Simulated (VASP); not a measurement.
# Fe (P6_3/mmc) in VASP: notebook

Fe is run at these levels: PBE; tasks: single point, relaxation of cell and atoms.

All numbers are computed with VASP 6.6.1; they aren't measurements. Logs are shortened: lines on timing, memory, paths and dates and some standing lists are left out, and cuts for length are marked.

### Step 1. The cell of the first run

Symmetry: P6_3/mmc, No. 194, hexagonal system. The conventional cell has a = 2.449 Å, b = 2.449 Å, c = 7.888 Å, α = 90.00°, β = 90.00°, γ = 120.00°. Fe (site symmetry -3m) has 12 Fe at 2.43 to 2.45 Å within 3.2 Å. Within 3.2 Å of Fe (site symmetry -6m2) lie 12 Fe at 2.43 to 2.45 Å.

This isn't the form of Fe at room conditions, which is bcc.

### Step 2. Single point, PBE

Contents of INCAR:

```
PREC = Accurate ; ENCUT = 520
EDIFF = 1E-6 ; ISMEAR = 0
SIGMA = 0.1 ; LREAL = F
LASPH = T ; NELM = 100
ALGO = Fast ; ISIF = 2
LWAVE = F ; LCHARG = F
GGA = PE ; NBANDS = 24
```

Contents of KPOINTS:

```
regular mesh
0
Gamma
  21 21 6
```

Contents of POSCAR:

```
Fe
1.0
    2.4489735400      0.0000000000      0.0000000000
   -1.2244867700      2.1208732988      0.0000000000
    0.0000000000      0.0000000000      7.8879654934
Fe
4
Direct
    0.0000000000      0.0000000000      0.0000000000
    0.3333333333      0.6666666667      0.2500000000
    0.0000000000      0.0000000000      0.5000000000
    0.6666666667      0.3333333333      0.7500000000
```

Potentials or basis: VASP PAW PBE potentials, release 64 (Fe).

Launch:

```console
cat potpaw_PBE.64/Fe/POTCAR > POTCAR
mpirun -np 1 vasp_std > vasp.out
```

OUTCAR:

```text
PREC = Accurate
   ENCUT = 520
   EDIFF = 1E-6
   ISMEAR = 0
   LREAL = F
   LASPH = T
   NELM = 100
   ISIF = 2
   GGA = PE

 ion  position               nearest neighbor table
   1  0.000  0.000  0.000-   2 2.43   4 2.43   2 2.43   4 2.43   4 2.43   2 2.43
   2  0.333  0.667  0.250-   1 2.43   3 2.43   1 2.43   3 2.43   1 2.43   3 2.43
   3  0.000  0.000  0.500-   2 2.43   4 2.43   2 2.43   4 2.43   4 2.43   2 2.43
   4  0.667  0.333  0.750-   1 2.43   3 2.43   1 2.43   3 2.43   1 2.43   3 2.43

  LATTYP: Found a hexagonal cell.
 ALAT       =     2.4489735400
 C/A-ratio  =     3.2209272026

  Lattice vectors:

 A1 = (   2.4489735400,   0.0000000000,   0.0000000000)
 A2 = (  -1.2244867700,   2.1208732988,   0.0000000000)
 A3 = (   0.0000000000,   0.0000000000,   7.8879654934)

Analysis of symmetry for initial positions (statically):
=====================================================================
 Subroutine PRICEL returns:
 Original cell was already a primitive cell.

 Routine SETGRP: Setting up the symmetry group for a
 hexagonal supercell.

 Subroutine GETGRP returns: Found 24 space group operations
 (whereof 12 operations were pure point group operations)
 out of a pool of 24 trial point group operations.

The static configuration has the point symmetry D_3d.
 The point group associated with its full space group is D_6h.

Analysis of symmetry for dynamics (positions and initial velocities):
=====================================================================
 Subroutine PRICEL returns:
 Original cell was already a primitive cell.

 Routine SETGRP: Setting up the symmetry group for a
 hexagonal supercell.

 Subroutine GETGRP returns: Found 24 space group operations
 (whereof 12 operations were pure point group operations)
 out of a pool of 24 trial point group operations.

The dynamic configuration has the point symmetry D_3d.
 The point group associated with its full space group is D_6h.

 Subroutine INISYM returns: Found 24 space group operations
 (whereof 12 operations are pure point group operations),
 and found     1 'primitive' translations

----------------------------------------------------------------------------------------

                                     Primitive cell

  volume of cell :      40.9698

  direct lattice vectors                    reciprocal lattice vectors
     2.448973540  0.000000000  0.000000000     0.408334342  0.235751943  0.000000000
    -1.224486770  2.120873299  0.000000000     0.000000000  0.471503885  0.000000000
     0.000000000  0.000000000  7.887965493     0.000000000  0.000000000  0.126775402

  length of vectors
     2.448973540  2.448973540  7.887965493     0.471503885  0.471503885  0.126775402

  position of ions in fractional coordinates (direct lattice)
     0.000000000  0.000000000  0.000000000
     0.333333333  0.666666667  0.250000000
     0.000000000  0.000000000  0.500000000
     0.666666667  0.333333333  0.750000000

  ion indices of the primitive-cell ions
   primitive index   ion index
                 1           1
                 2           2
                 3           3
                 4           4

----------------------------------------------------------------------------------------

 KPOINTS: regular mesh

Automatic generation of k-mesh.
 Grid dimensions read from file:
 generate k-points for:   21   21    6

 Generating k-lattice:

  Cartesian coordinates                     Fractional coordinates (reciprocal lattice)
     0.019444492  0.011226283  0.000000000     0.047619048  0.000000000  0.000000000
     0.000000000  0.022452566  0.000000000     0.000000000  0.047619048  0.000000000
     0.000000000  0.000000000  0.021129234     0.000000000  0.000000000  0.166666667

  Length of vectors
     0.022452566  0.022452566  0.021129234

  Shift w.r.t. Gamma in fractional coordinates (k-lattice)
     0.000000000  0.000000000  0.000000000

 Subroutine IBZKPT returns following result:
 ===========================================

 Found    192 irreducible k-points:

 Following reciprocal coordinates:
            Coordinates               Weight
  0.000000  0.000000  0.000000      1.000000
  0.047619  0.000000  0.000000      6.000000
  0.095238 -0.000000  0.000000      6.000000
  0.142857  0.000000  0.000000      6.000000
  0.190476 -0.000000  0.000000      6.000000
  0.238095 -0.000000  0.000000      6.000000
[... 16 lines left out ...]
  0.142857  0.095238  0.000000     12.000000
  0.190476  0.095238  0.000000     12.000000
 [... further k-points ...]
   k-points           NKPTS =    192   k-points in BZ     NKDIM =    192   number of bands    NBANDS=     24
   number of dos      NEDOS =    301   number of ions     NIONS =      4
   total plane-waves  NPLWV =  19440
   dimension x,y,z NGX =    18 NGY =   18 NGZ =   60
   dimension x,y,z NGXF=    36 NGYF=   36 NGZF=  120
   ions per type =               4
   NGX,Y,Z   is equivalent  to a cutoff of  12.22, 12.22, 12.65 a.u.
   NGXF,Y,Z  is equivalent  to a cutoff of  24.44, 24.44, 25.29 a.u.
 SYSTEM =  unknown system
   PREC   = accura    normal or accurate (medium, high low for compatibility)
   ISTART =      0    job   : 0-new  1-cont  2-samecut
   ICHARG =      2    charge: 1-file 2-atom 10-const
   ISPIN  =      1    spin polarized calculation?
   LNONCOLLINEAR =      F non collinear calculations
   LSORBIT =      F    spin-orbit coupling
   LASPH  =      T    aspherical Exc in radial PAW
   ENCUT  =  520.0 eV  38.22 Ry    6.18 a.u.   4.55  4.55 14.67*2*pi/ulx,y,z
   NELM   =    100;   NELMIN=  2; NELMDL= -5     # of ELM steps
   EDIFF  = 0.1E-05   stopping-criterion for ELM
   LREAL  =      F    real-space projection
   EDIFFG = 0.1E-04   stopping-criterion for IOM
   NSW    =      0    number of steps for IOM
   IBRION =     -1    ionic relax: 0-MD 1-quasi-New 2-CG
   NFREE  =      0    steps in history (QN), initial steepest desc. (CG)
   ISIF   =      2    stress and relaxation
   ISYM   =      2    0-nonsym 1-usesym 2-fastsym
   POTIM  = 0.5000    time-step for ionic-motion
   TEBEG  =    0.0;   TEEND  =   0.0 temperature during run
   PSTRESS=    0.0 pullay stress
   NELECT =      32.0000    total number of electrons
   NUPDOWN=      -1.0000    fix difference up-down
   EMIN   =  10.00;   EMAX   =-10.00  energy-range for DOS
   EFERMI =   0.00;   METHOD = LEGACY
   ISMEAR =     0;   SIGMA  =   0.10  broadening in eV -4-tet -1-fermi 0-gaus
   EFERMI_NEDOS =   21; number of points for ismear=-14 and -15
   IALGO  =     68    algorithm
   IMIX   =      4    mixing-type and parameters
     AMIX     =   0.40;   BMIX     =  1.00
     AMIX_MAG =   1.60;   BMIX_MAG =  1.00
  volume/ion in A,a.u.               =      10.24        69.12
  Fermi-wavevector in a.u.,A,eV,Ry     =   1.507660  2.849065 30.926588  2.273040
  Thomas-Fermi vector in A             =   2.618217
   LORBIT       =      0    0 simple, 1 ext, 2 COOP (PROOUT), +10 PAW based schemes
   GGA     = PE    functional components
   LHFCALC =     F    Hartree Fock is set to
   AEXX    =    0.0000 exact exchange contribution
   IVDW    =     0    specifies the selected vdW correction
   LEPSILON=     F    determine dielectric tensor
   LRPA    =     F    only Hartree local field effects (RPA)
 non-spin polarized calculation
 RMM-DIIS sequential band-by-band and
 Gauss-broadening in eV      SIGMA  =   0.10
  energy-cutoff  :      520.00
  volume of cell :       40.97
 maximum number of plane-waves:      1129
   NGX =  9   NGY =  9   NGZ = 29

 number of electron      32.0000035 magnetization

 Free energy of the ion-electron system (eV)
  ---------------------------------------------------
  ext. energy  EPLUGINS =         0.00000000
  ---------------------------------------------------
  free energy    TOTEN  =       -32.40712384 eV

  energy without entropy =      -32.37053485  energy(sigma->0) =      -32.38882934

 E-fermi :   6.8262     XC(G=0): -13.7619

 val. band max:        6.8261365293   @ k =   0.3333   0.2857   0.3333
 cond. band min:       6.8262766102   @ k =   0.2381   0.0952   0.3333
 fundamental gap:      0.0001400808
 Fermi energy:         6.8262465493

 k-point     1 :       0.0000    0.0000    0.0000
  band No.  band energies     occupation
      1      -2.0368      2.00000
      2       0.3352      2.00000
      3       0.3436      2.00000
      4       1.9595      2.00000
      5       4.7122      2.00000
      6       4.7142      2.00000
[... 16 lines left out ...]
     23       7.7172      0.00000
     24       7.7172      0.00000

 k-point     2 :       0.0476    0.0000    0.0000
  band No.  band energies     occupation
      1      -1.9515      2.00000
      2       0.4082      2.00000
      3       0.4163      2.00000
      4       2.0191      2.00000
      5       4.6322      2.00000
      6       4.6762      2.00000
[... 16 lines left out ...]
     23       7.7235      0.00000
     24       8.3198      0.00000

 k-point     3 :       0.0952   -0.0000    0.0000
  band No.  band energies     occupation
      1      -1.6987      2.00000
      2       0.6202      2.00000
      3       0.6271      2.00000
      4       2.1898      2.00000
      5       4.4487      2.00000
      6       4.5751      2.00000
[... 16 lines left out ...]
     23       7.7416      0.00000
     24       9.2112      0.00000

 k-point     4 :       0.1429    0.0000    0.0000
  band No.  band energies     occupation
      1      -1.2890      2.00000
      2       0.9474      2.00000
      3       0.9521      2.00000
      4       2.4450      2.00000
      5       4.2365      2.00000
      6       4.4332      2.00000
[... 16 lines left out ...]
     23       7.7691      0.00000
     24      10.1829      0.00000

 k-point     5 :       0.1905   -0.0000    0.0000
  band No.  band energies     occupation
      1      -0.7417      2.00000
      2       1.3413      2.00000
      3       1.3425      2.00000
      4       2.7311      2.00000
      5       4.0452      2.00000
      6       4.2379      2.00000
[... 16 lines left out ...]
     23       7.8016      0.00000
     24      11.2143      0.00000

 k-point     6 :       0.2381   -0.0000    0.0000
  band No.  band energies     occupation
      1      -0.0891      2.00000
      2       1.7153      2.00000
      3       1.7179      2.00000
      4       2.9531      2.00000
      5       3.9255      2.00000
      6       3.9544      2.00000
[... 16 lines left out ...]
     23       7.8528      0.00000
     24      12.2944      0.00000
[... 379 lines left out ...]
 k-point    21 :       0.4762    0.0476    0.0000
  band No.  band energies     occupation
      1       1.9456      2.00000
      2       1.9677      2.00000
      3       2.4210      2.00000
      4       2.8785      2.00000
      5       3.2923      2.00000
      6       3.4325      2.00000
[... 16 lines left out ...]
     23      10.8188      0.00000
     24      11.3961      0.00000

 k-point    22 :       0.0952    0.0952    0.0000
  band No.  band energies     occupation
      1      -1.0487      2.00000
      2       1.1330      2.00000
      3       1.1366      2.00000
      4       2.5904      2.00000
      5       4.1403      2.00000
      6       4.3970      2.00000
[... 16 lines left out ...]
     23       7.8680      0.00000
     24      10.6598      0.00000

 k-point    23 :       0.1429    0.0952    0.0000
  band No.  band energies     occupation
      1      -0.5107      2.00000
      2       1.5096      2.00000
      3       1.5104      2.00000
      4       2.8682      2.00000
      5       3.9775      2.00000
      6       4.1802      2.00000
[... 16 lines left out ...]
     23       8.0033      0.00000
     24      11.6089      0.00000

 k-point    24 :       0.1905    0.0952    0.0000
  band No.  band energies     occupation
      1       0.1323      2.00000
      2       1.8724      2.00000
      3       1.8744      2.00000
      4       3.0945      2.00000
      5       3.8601      2.00000
      6       3.8790      2.00000
[... 16 lines left out ...]
     23       8.1792      0.00000
     24      12.6392      0.00000

 [... further k-points ...]

------------------------ aborting loop because EDIFF is reached ----------------------------------------

  FORCE on cell =-STRESS in cart. coord.  units (eV):
  Direction    XX          YY          ZZ          XY          YZ          ZX
  --------------------------------------------------------------------------------------
  -------------------------------------------------------------------------------------
  Total       -0.1523606     -0.1523606     -0.1580349      0.0000000      0.0000000      0.0000000
  in kB       -5.9582605     -5.9582605     -6.1801593      0.0000000      0.0000000      0.0000000
  external PRESSURE =      -6.0322268 kB  Pullay stress =       0.0000000 kB

 VOLUME and BASIS-vectors are now :
 -----------------------------------------------------------------------------
  energy-cutoff  :      520.00
  volume of cell :       40.97
      direct lattice vectors                 reciprocal lattice vectors
     2.448973540  0.000000000  0.000000000     0.408334342  0.235751943  0.000000000
    -1.224486770  2.120873299  0.000000000     0.000000000  0.471503885  0.000000000
     0.000000000  0.000000000  7.887965493     0.000000000  0.000000000  0.126775402

 POSITION                                       TOTAL-FORCE (eV/Angst)
 -----------------------------------------------------------------------------------
      0.00000      0.00000      0.00000         0.000000      0.000000     -0.000000
     -0.00000      1.41392      1.97199        -0.000000      0.000000     -0.000000
      0.00000      0.00000      3.94398         0.000000      0.000000     -0.000000
      1.22449      0.70696      5.91597         0.000000     -0.000000      0.000000
 -----------------------------------------------------------------------------------
    total drift:                                0.000000     -0.000000      0.000000

  FREE ENERGIE OF THE ION-ELECTRON SYSTEM (eV)
  ---------------------------------------------------
  free  energy   TOTEN  =       -32.4071238352 eV

  energy  without entropy=      -32.3705348515  energy(sigma->0) =      -32.38882934
```

Run time: 2.4 min. Hardware: 1 thread of Intel Xeon Platinum 8488C (Sapphire Rapids), shared host; peak memory 0.25 GiB.

Results:

| Property | Result |
| --- | --- |
| Free energy | -32.4071 eV |
| Pressure | -0.6 GPa |
| Band gap on the k mesh | zero (bands 16 and 17 overlap by 1.73 eV) |

Caveat: the run has no spin polarisation, though such a crystal can be magnetic. Spin polarisation is off, so any magnetic state and its effect on volume and gap are missing.

### Step 3. Single point, PBE

This run uses another cell than the first one: it holds 6 atoms, not 4.

Contents of INCAR:

```
SYSTEM = Fe
ALGO = Fast ; EDIFF = 1E-6
ENCUT = 520 ; GGA = PE
ISIF = 2 ; ISMEAR = 0
LASPH = .True. ; LCHARG = .True.
LELF = .True. ; LREAL = .False.
LVHAR = .True. ; LWAVE = .False.
NBANDS = 33 ; NELM = 60
PREC = Accurate ; SIGMA = 0.1
```

Contents of KPOINTS:

```
k-points
0
Gamma
  21 21 4
  0 0 0
```

Contents of POSCAR:

```
Fe
1.0
    2.4483590799      0.0000000000      0.0000000000
   -1.2241795400      2.1203411608      0.0000000000
    0.0000000000      0.0000000000     11.8485585433
Fe
6
Direct
    0.0000000000      0.0000000000      0.0000000000
    0.3333333333      0.6666666667      0.1634200324
    0.6666666667      0.3333333333      0.3365799676
    0.0000000000      0.0000000000      0.5000000000
    0.6666666667      0.3333333333      0.6634200324
    0.3333333333      0.6666666667      0.8365799676
```

Potentials or basis: VASP PAW PBE potentials, release 64 (Fe).

Launch:

```console
cat potpaw_PBE.64/Fe/POTCAR > POTCAR
mpirun -np 1 vasp_std > vasp.out
```

OUTCAR:

```text
SYSTEM = Fe
   EDIFF = 1E-6
   ENCUT = 520
   GGA = PE
   ISIF = 2
   ISMEAR = 0
   LASPH = .True.
   LREAL = .False.
   NELM = 60
   PREC = Accurate

 ion  position               nearest neighbor table
   1  0.000  0.000  0.000-   2 2.40   6 2.40   2 2.40   6 2.40   2 2.40   6 2.40
   2  0.333  0.667  0.163-   1 2.40   1 2.40   1 2.40   3 2.49   3 2.49   3 2.49
   3  0.667  0.333  0.337-   4 2.40   4 2.40   4 2.40   2 2.49   2 2.49   2 2.49
   4  0.000  0.000  0.500-   3 2.40   5 2.40   3 2.40   5 2.40   3 2.40   5 2.40
[... 1076 lines left out ...]
  -------------------------------------------------------------------------------------
  Total       -0.2454063     -0.2454063     -0.2688878      0.0000000     -0.0000000      0.0000000
  in kB       -6.3921937     -6.3921937     -7.0038255      0.0000000     -0.0000000      0.0000000
  external PRESSURE =      -6.5960710 kB  Pullay stress =       0.0000000 kB

 VOLUME and BASIS-vectors are now :
 -----------------------------------------------------------------------------
  energy-cutoff  :      520.00
  volume of cell :       61.51
      direct lattice vectors                 reciprocal lattice vectors
     2.448359080  0.000000000  0.000000000     0.408436821  0.235811109  0.000000000
    -1.224179540  2.120341161  0.000000000     0.000000000  0.471622217  0.000000000
     0.000000000  0.000000000 11.848558543     0.000000000  0.000000000  0.084398452

 POSITION                                       TOTAL-FORCE (eV/Angst)
 -----------------------------------------------------------------------------------
      0.00000      0.00000      0.00000        -0.000000     -0.000000      0.000000
     -0.00000      1.41356      1.93629        -0.000000     -0.000000     -0.002542
      1.22418      0.70678      3.98799        -0.000000      0.000000      0.002542
      0.00000      0.00000      5.92428         0.000000     -0.000000      0.000000
      1.22418      0.70678      7.86057         0.000000      0.000000     -0.002542
     -0.00000      1.41356      9.91227         0.000000     -0.000000      0.002542
 -----------------------------------------------------------------------------------
    total drift:                                0.000000      0.000000     -0.000000

  FREE ENERGIE OF THE ION-ELECTRON SYSTEM (eV)
  ---------------------------------------------------
  free  energy   TOTEN  =       -48.6230718032 eV

  energy  without entropy=      -48.5768493428  energy(sigma->0) =      -48.59996057
```

OSZICAR:

```text
N       E                     dE             d eps       ncg     rms          rms(c)
DAV:   1     0.387173363666E+03    0.38717E+03   -0.20493E+04  9640   0.196E+03
DAV:   2    -0.238596824568E+02   -0.41103E+03   -0.39106E+03  9508   0.397E+02
DAV:   3    -0.553518167687E+02   -0.31492E+02   -0.27557E+02 11143   0.147E+02
[... 10 lines left out ...]
RMM:  14    -0.486229945460E+02    0.39171E-03   -0.55172E-03 12571   0.326E-01    0.612E-02
RMM:  15    -0.486230769735E+02   -0.82427E-04   -0.93886E-04 12887   0.114E-01    0.405E-02
RMM:  16    -0.486230692310E+02    0.77424E-05   -0.14783E-04 11381   0.792E-02    0.101E-02
RMM:  17    -0.486230732787E+02   -0.40477E-05   -0.46980E-05 12102   0.248E-02    0.921E-03
RMM:  18    -0.486230718397E+02    0.14390E-05   -0.74175E-06  8396   0.160E-02    0.545E-03
RMM:  19    -0.486230718032E+02    0.36586E-07   -0.21320E-06  6108   0.745E-03
   1 F= -.48623072E+02 E0= -.48599961E+02  d E =-.462225E-01
```

stdout:

```text
POSCAR found type information on POSCAR Fe
 POSCAR found :  1 types and       6 ions
 scaLAPACK will be used
 LDA part: xc-table for (Slater+PW92), standard interpolation
 POSCAR, INCAR and KPOINTS ok, starting setup
 FFT: planning ... GRIDC
 FFT: planning ... GRID_SOFT
 FFT: planning ... GRID
 WAVECAR not read
 entering main loop
```

Wall time 5.2 min (1 thread of Intel Xeon Platinum 8488C (Sapphire Rapids), shared host); peak memory 0.32 GiB.

Results:

| Quantity | Value |
| --- | --- |
| Free energy | -48.6231 eV |
| Pressure | -0.7 GPa |
| Band gap on the k mesh | zero (bands 24 and 25 overlap by 1.63 eV) |

Forces in eV/Å, atoms in the order of the input:
```
Fe   0.000  0.000  0.000
Fe   0.000  0.000 -0.003
Fe   0.000  0.000  0.003
Fe   0.000  0.000  0.000
Fe   0.000  0.000 -0.003
Fe   0.000  0.000  0.003
```

Levels at points of the mesh, in eV from the Fermi level:
```csv
k point,band 21,band 22,band 23,band 24,band 25,band 26,band 27,band 28
"(0.00, 0.00, 0.00)",-1.37,-1.31,-1.31,-0.42,-0.42,-0.35,-0.35,0.07
"(0.00, 0.00, 0.50)",-1.39,-1.39,-0.51,-0.51,-0.35,-0.35,-0.35,-0.35
```

Caveat: the run has no spin polarisation, though such a crystal can be magnetic.

(Continued in part 2 of 2.)
